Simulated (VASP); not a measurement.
Here is a VASP 6.6.1 calculation.

File INCAR:

```
SYSTEM = Pt
ALGO = Normal ; DIPOL = 0.5 0.5 0.501
EDIFF = 1E-7 ; ENCUT = 520
GGA = PS ; IDIPOL = 3
ISIF = 2 ; ISMEAR = 0
LASPH = .True. ; LCHARG = .False.
LDIPOL = .True. ; LREAL = .False.
LWAVE = .False. ; NBANDS = 22
NELM = 60 ; PREC = Accurate
SIGMA = 0.1
```

The input KPOINTS:

```
k-points
0
Gamma
  12 12 1
  0 0 0
```

Contents of POSCAR:

```
Pt
1.0
    2.7704873136      0.0000000000      0.0000000000
   -1.3852436568      2.3993123945      0.0000000000
    0.0000000000      0.0000000000     18.5241868382
Pt
3
Direct
    0.6666666667      0.3333333333      0.3778843337
    0.3333333333      0.6666666667      0.5007466727
    0.0000000000      0.0000000000      0.6236046922
```

Potentials or basis: VASP PAW PBE potentials, release 64 (Pt).

The run is started by

```console
$ cat potpaw_PBE.64/Pt/POTCAR > POTCAR
$ mpirun -np 1 vasp_std > vasp.out
```

Task: Estimate the band gap on the k mesh.

Result: Zero (bands 15 and 16 overlap by 1.36 eV).

Task: Predict the largest force.

Result: 0.017 eV/Å.

Forces on the atoms (eV/Å):
```
Pt   0.000  0.000  0.017
Pt   0.000  0.000  0.000
Pt   0.000  0.000 -0.017
```

Caveat: the PAW data sets were made with another functional, which shifts forces and pressure a little; spin-orbit coupling is left out, which moves the levels of the heavy elements.
